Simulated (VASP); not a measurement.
# KAl3O (Cmmm) in VASP: single point with PBE

Aim: the single point of KAl3O with PBE.

Program: VASP 6.6.1. These are calculated values, not measurements. Logs are shortened: lines on timing, memory, paths and dates and some standing lists are left out, and cuts for length are marked.

### Step 1. The cell of the first run

The structure is orthorhombic, space group Cmmm (No. 65). Conventional cell: a = 4.518 Å, b = 9.199 Å, c = 5.220 Å, α = 90.00°, β = 90.00°, γ = 90.00°. Within 2.7 Å of K (site symmetry mmm) lie 4 Al at 2.07 to 2.26 Å. Al (site symmetry m2m) has 1 K at 2.07 Å and 3 Al at 2.31 to 2.53 Å within 2.7 Å. Al (site symmetry mmm) has 2 K at 2.26 Å and 2 Al at 2.53 Å and 2 O at 2.61 Å within 3.0 Å. O (site symmetry mmm) has 2 Al at 2.61 Å within 3.4 Å.

### Step 2. Single point, PBE

Input file INCAR:

```
PREC = Accurate ; ENCUT = 520
EDIFF = 1E-7 ; ISMEAR = 0
SIGMA = 0.1 ; LREAL = F
LASPH = T ; NELM = 60
ALGO = Normal ; ISIF = 2
LWAVE = F ; LCHARG = F
GGA = PE ; NBANDS = 20
```

Input file KPOINTS:

```
Automatic mesh
0
Gamma
  4 4 4
```

Input file POSCAR:

```
KAl3O
1.0
    2.2589811800     -4.5994194300      0.0000000000
    2.2589811800      4.5994194300      0.0000000000
    0.0000000000      0.0000000000      5.2203604500
K Al O
1 3 1
Direct
    0.0000000000      0.0000000000      0.5000000000
    0.2247100900      0.7752899100      0.5000000000
    0.7752899100      0.2247100900      0.5000000000
    0.5000000000      0.5000000000      0.5000000000
    0.5000000000      0.5000000000      0.0000000000
```

Potentials or basis: VASP PAW PBE potentials, release 64 (K_sv, Al, O).

The run is started by

```
$ cat potpaw_PBE.64/K_sv/POTCAR potpaw_PBE.64/Al/POTCAR potpaw_PBE.64/O/POTCAR > POTCAR
$ mpirun -np 1 vasp_std > vasp.out
```

OUTCAR:

```text
PREC = Accurate
   ENCUT = 520
   EDIFF = 1E-7
   ISMEAR = 0
   LREAL = F
   LASPH = T
   NELM = 60
   ISIF = 2
   GGA = PE

 ion  position               nearest neighbor table
   1  0.000  0.000  0.500-   2 2.07   3 2.07   4 2.26   4 2.26   3 3.39   3 3.39   2 3.39   2 3.39

   2  0.225  0.775  0.500-   1 2.07   3 2.31   3 2.31   4 2.53   4 3.06   4 3.06   1 3.39   1 3.39

   3  0.775  0.225  0.500-   1 2.07   2 2.31   2 2.31   4 2.53   4 3.06   4 3.06   1 3.39   1 3.39

   4  0.500  0.500  0.500-   1 2.26   1 2.26   3 2.53   2 2.53   5 2.61   5 2.61   2 3.06   2 3.06
                             3 3.06   3 3.06
   5  0.500  0.500  0.000-   4 2.61   4 2.61

  LATTYP: Found a base centered orthorhombic cell.
 ALAT       =     4.5179623600
 B/A-ratio  =     2.0360592070
 C/A-ratio  =     1.1554678933

  Lattice vectors:

 A1 = (   2.2589811800,  -4.5994194300,   0.0000000000)
 A2 = (   2.2589811800,   4.5994194300,   0.0000000000)
 A3 = (   0.0000000000,   0.0000000000,   5.2203604500)

Analysis of symmetry for initial positions (statically):
=====================================================================
 Subroutine PRICEL returns:
 Original cell was already a primitive cell.

 Routine SETGRP: Setting up the symmetry group for a
 base centered orthorhombic supercell.

 Subroutine GETGRP returns: Found  8 space group operations
 (whereof  8 operations were pure point group operations)
 out of a pool of  8 trial point group operations.

The static configuration has the point symmetry D_2h.

Analysis of symmetry for dynamics (positions and initial velocities):
=====================================================================
 Subroutine PRICEL returns:
 Original cell was already a primitive cell.

 Routine SETGRP: Setting up the symmetry group for a
 base centered orthorhombic supercell.

 Subroutine GETGRP returns: Found  8 space group operations
 (whereof  8 operations were pure point group operations)
 out of a pool of  8 trial point group operations.

The dynamic configuration has the point symmetry D_2h.

 Subroutine INISYM returns: Found  8 space group operations
 (whereof  8 operations are pure point group operations),
 and found     1 'primitive' translations

[... 95 lines left out ...]
   NELM   =     60;   NELMIN=  2; NELMDL= -5     # of ELM steps
   EDIFF  = 0.1E-06   stopping-criterion for ELM
   LREAL  =      F    real-space projection
   EDIFFG = 0.1E-05   stopping-criterion for IOM
   NSW    =      0    number of steps for IOM
   IBRION =     -1    ionic relax: 0-MD 1-quasi-New 2-CG
   NFREE  =      0    steps in history (QN), initial steepest desc. (CG)
   ISIF   =      2    stress and relaxation
   ISYM   =      2    0-nonsym 1-usesym 2-fastsym
   POTIM  = 0.5000    time-step for ionic-motion
   TEBEG  =    0.0;   TEEND  =   0.0 temperature during run
   PSTRESS=    0.0 pullay stress
   NELECT =      24.0000    total number of electrons
   NUPDOWN=      -1.0000    fix difference up-down
   EMIN   =  10.00;   EMAX   =-10.00  energy-range for DOS
   EFERMI =   0.00;   METHOD = LEGACY
   ISMEAR =     0;   SIGMA  =   0.10  broadening in eV -4-tet -1-fermi 0-gaus
   EFERMI_NEDOS =   21; number of points for ismear=-14 and -15
   IALGO  =     38    algorithm
   IMIX   =      4    mixing-type and parameters
     AMIX     =   0.40;   BMIX     =  1.00
     AMIX_MAG =   1.60;   BMIX_MAG =  1.00
  volume/ion in A,a.u.               =      21.70       146.41
  Fermi-wavevector in a.u.,A,eV,Ry     =   0.990140  1.871093 13.338838  0.980377
  Thomas-Fermi vector in A             =   2.121789
   LORBIT       =      0    0 simple, 1 ext, 2 COOP (PROOUT), +10 PAW based schemes
   GGA     = PE    functional components
   LHFCALC =     F    Hartree Fock is set to
   AEXX    =    0.0000 exact exchange contribution
   IVDW    =     0    specifies the selected vdW correction
   LEPSILON=     F    determine dielectric tensor
   LRPA    =     F    only Hartree local field effects (RPA)
 non-spin polarized calculation
 Gauss-broadening in eV      SIGMA  =   0.10
  energy-cutoff  :      520.00
  volume of cell :      108.48
 maximum number of plane-waves:      2944
 NGX is ok and might be reduce to    40
   NGX = 19   NGY = 19   NGZ = 19

 number of electron      24.0000001 magnetization

 Free energy of the ion-electron system (eV)
  ---------------------------------------------------
  ext. energy  EPLUGINS =         0.00000000
  ---------------------------------------------------
  free energy    TOTEN  =        -5.07871248 eV

  energy without entropy =       -5.05527783  energy(sigma->0) =       -5.06699516

 E-fermi :   2.6640     XC(G=0):  -8.3129

 val. band max:        2.6199509392   @ k =   0.2500  -0.0000   0.5000
 cond. band min:       2.7117758440   @ k =   0.5000   0.2500   0.5000
 fundamental gap:      0.0918249048
 Fermi energy:         2.6639765229

 k-point     1 :       0.0000    0.0000    0.0000
  band No.  band energies     occupation
      1     -30.1279      2.00000
      2     -14.8668      2.00000
      3     -14.1950      2.00000
      4     -13.1092      2.00000
      5     -12.8610      2.00000
      6      -5.3060      2.00000
[... 472 lines left out ...]
     19       7.5181      0.00000
     20       8.2946      0.00000

------------------------ aborting loop because EDIFF is reached ----------------------------------------

  FORCE on cell =-STRESS in cart. coord.  units (eV):
  Direction    XX          YY          ZZ          XY          YZ          ZX
  --------------------------------------------------------------------------------------
  -------------------------------------------------------------------------------------
  Total       25.1901885     32.9609064    -11.9803361      0.0000000      0.0000000      0.0000000
  in kB      372.0453540    486.8146214   -176.9430346      0.0000000      0.0000000      0.0000000
  external PRESSURE =     227.3056469 kB  Pullay stress =       0.0000000 kB

 VOLUME and BASIS-vectors are now :
 -----------------------------------------------------------------------------
  energy-cutoff  :      520.00
  volume of cell :      108.48
      direct lattice vectors                 reciprocal lattice vectors
     2.258981180 -4.599419430  0.000000000     0.221338719 -0.108709372  0.000000000
     2.258981180  4.599419430  0.000000000     0.221338719  0.108709372  0.000000000
     0.000000000  0.000000000  5.220360450     0.000000000  0.000000000  0.191557654

 POSITION                                       TOTAL-FORCE (eV/Angst)
 -----------------------------------------------------------------------------------
      0.00000      0.00000      2.61018         0.000000     -0.000000      0.000000
      2.25898      2.53235      2.61018         0.000000     -6.329775      0.000000
      2.25898     -2.53235      2.61018         0.000000      6.329775      0.000000
      2.25898      0.00000      2.61018         0.000000     -0.000000      0.000000
      2.25898      0.00000      0.00000        -0.000000     -0.000000      0.000000
 -----------------------------------------------------------------------------------
    total drift:                               -0.000000     -0.000000     -0.000000

  FREE ENERGIE OF THE ION-ELECTRON SYSTEM (eV)
  ---------------------------------------------------
  free  energy   TOTEN  =        -5.0787124829 eV

  energy  without entropy=       -5.0552778335  energy(sigma->0) =       -5.06699516
```

OSZICAR:

```text
N       E                     dE             d eps       ncg     rms          rms(c)
DAV:   1     0.132248107368E+03    0.13225E+03   -0.10505E+04   840   0.102E+03
DAV:   2     0.384474134291E+01   -0.12840E+03   -0.12443E+03  1068   0.243E+02
DAV:   3    -0.735839507973E+01   -0.11203E+02   -0.11066E+02  1360   0.581E+01
DAV:   4    -0.771762462602E+01   -0.35923E+00   -0.35794E+00  1244   0.875E+00
DAV:   5    -0.773062348996E+01   -0.12999E-01   -0.12996E-01  1212   0.135E+00    0.186E+01
DAV:   6    -0.977284662050E+01   -0.20422E+01   -0.64028E+01   944   0.234E+01    0.297E+01
DAV:   7    -0.532995992422E+01    0.44429E+01   -0.50159E+01  1024   0.115E+01    0.975E+00
DAV:   8    -0.517816274945E+01    0.15180E+00   -0.38630E+00  1024   0.672E+00    0.509E+00
DAV:   9    -0.507456701759E+01    0.10360E+00   -0.59012E-01  1128   0.266E+00    0.762E-01
DAV:  10    -0.507733449957E+01   -0.27675E-02   -0.54840E-02  1020   0.110E+00    0.560E-01
DAV:  11    -0.507807056895E+01   -0.73607E-03   -0.12159E-02  1012   0.430E-01    0.235E-01
DAV:  12    -0.507856456626E+01   -0.49400E-03   -0.25261E-03  1104   0.204E-01    0.360E-02
DAV:  13    -0.507866278028E+01   -0.98214E-04   -0.23443E-04  1000   0.101E-01    0.385E-02
DAV:  14    -0.507871781084E+01   -0.55031E-04   -0.27342E-04  1072   0.563E-02    0.400E-02
DAV:  15    -0.507871170681E+01    0.61040E-05   -0.11437E-04  1100   0.365E-02    0.865E-03
DAV:  16    -0.507871236120E+01   -0.65439E-06   -0.44911E-06   992   0.117E-02    0.291E-03
DAV:  17    -0.507871246363E+01   -0.10243E-06   -0.10910E-06  1080   0.402E-03    0.178E-03
DAV:  18    -0.507871248289E+01   -0.19256E-07   -0.15030E-07   628   0.150E-03
   1 F= -.50787125E+01 E0= -.50669952E+01  d E =-.234346E-01
```

stdout:

```text
POSCAR found type information on POSCAR K AlO
 POSCAR found :  3 types and       5 ions
 scaLAPACK will be used
 LDA part: xc-table for (Slater+PW92), standard interpolation
 POSCAR, INCAR and KPOINTS ok, starting setup
 FFT: planning ... GRIDC
 FFT: planning ... GRID_SOFT
 FFT: planning ... GRID
 WAVECAR not read
 entering main loop
```

It took 38 s on 1 thread of Intel Xeon 6975P-C (Granite Rapids), shared host; peak memory 0.25 GiB.

Results:

| Item | Value |
| --- | --- |
| Free energy | -5.0787 eV |
| Pressure | 22.7 GPa |
| Largest force | 6.330 eV/Å |
| Band gap on the k mesh | zero (band 12 reaches 2.94 eV, above the bottom of band 13 at 2.20 eV) |

Forces on the atoms (eV/Å):
```
K    0.000  0.000  0.000
Al   0.000 -6.330  0.000
Al   0.000  6.330  0.000
Al   0.000  0.000  0.000
O    0.000  0.000  0.000
```

Stress tensor (GPa, compression positive):
```
 37.20   0.00   0.00
  0.00  48.68   0.00
  0.00   0.00 -17.69
```

Caveat: the k points lie up to 0.39 Å⁻¹ apart; forces of over 1 eV/Å act on the atoms, so gaps and moduli don't describe the material at rest.
